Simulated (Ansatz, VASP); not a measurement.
## Si5Ge: VASP beside Ansatz

```xyz
12
Lattice="3.8926 0.0000 0.0000 -1.9463 3.3711 0.0000 0.0000 0.0000 19.1196" Properties=species:S:1:pos:R:3 pbc="T T T"
Si    0.0000    2.2474    5.5780
Si    1.9463    1.1237    6.3568
Si    0.0000    0.0000    2.4334
Si    0.0000    2.2474    3.2098
Si    0.0000    2.2474   18.2770
Si    1.9463    1.1237   15.1378
Si    0.0000    2.2474   15.9166
Si    0.0000    0.0000   11.9933
Si    1.9463    1.1237   12.7696
Si    1.9463    1.1237    8.7172
Ge    0.0000    0.0000   19.1139
Ge    0.0000    0.0000    9.5541
```

Alike in both runs: functional PBE; k mesh 12 × 12 × 2; occupations gaussian, width 0.02 eV; no spin polarisation.

Ansatz relaxed the structure, and its values are those at the end. VASP's run is a single point on that final structure, the one shown.

|  | VASP | Ansatz |
| --- | --- | --- |
| version | VASP 6.6.1 | Ansatz 0.2.0 |
| potentials or method | VASP PAW PBE potentials, release 64 (Si, Ge_d), cutoff 520 eV | scalar-relativistic, plane waves, PAW |
| valence electrons in the cell | 68 | 68 |

```csv
,VASP,Ansatz,Ansatz less VASP
gap on the k mesh at the Fermi level (eV),0.59,0.59,-0.003
least direct gap on the mesh (eV),1.04,1.04,-0.005
pressure (GPa),-0.1,0.0,+0.08
rms of the force components (eV/Å),0.004,0.004,-0.0002
```
